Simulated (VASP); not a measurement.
BN: single point with PBEsol

BN:

```xyz
2
Lattice="1.2757 0.7365 3.4391 -1.2757 0.7365 3.4391 0.0000 -1.4730 3.4391" Properties=species:S:1:pos:R:3 pbc="T T T"
B     0.0000    0.0000   10.3139
N     0.0000    0.0000    3.4332
```

- Program: VASP 6.6.1
- Task: single point
- Functional: PBEsol
- Potentials or basis: VASP PAW PBE potentials, release 64 (B, N)
- Cutoff: 520 eV
- k mesh: 10 × 10 × 10
- Occupations: gaussian, width 0.01 eV
- Spin: no spin polarisation

```yaml
Pressure: -11.7 GPa
Largest_force: 0.007 eV/Å
Band_gap_on_the_k_mesh: 4.08 eV, indirect (least direct gap 4.68 eV)
```

Forces on the atoms (eV/Å):
```
B    0.000  0.000 -0.007
N    0.000  0.000  0.007
```

Stress tensor (GPa, compression positive):
```
-17.53   0.00   0.00
  0.00 -17.53   0.00
  0.00   0.00   0.01
```

Levels at points of the mesh, in eV from the valence-band top:
| k point | band 2 | band 3 | band 4 | band 5 | band 6 | band 7 |
| --- | --- | --- | --- | --- | --- | --- |
| (0.00, 0.00, 0.00) | -4.02 | -1.36 | -1.36 | 4.83 | 11.13 | 11.13 |
| (0.50, 0.00, 0.00) | -8.74 | -4.01 | -0.60 | 5.03 | 9.24 | 12.47 |
| (0.50, 0.50, 0.00) | -8.62 | -4.06 | -1.14 | 4.08 | 9.22 | 13.60 |
| (0.50, 0.50, 0.50) | -5.88 | -1.37 | -1.37 | 9.55 | 11.06 | 11.06 |

Run time: 35 s on 1 thread of Intel Xeon 6975P-C, with other jobs on the host, peak memory 0.16 GiB.

Caveat: the PAW data sets were made with another functional, which shifts forces and pressure a little. A k mesh can miss the band edges.
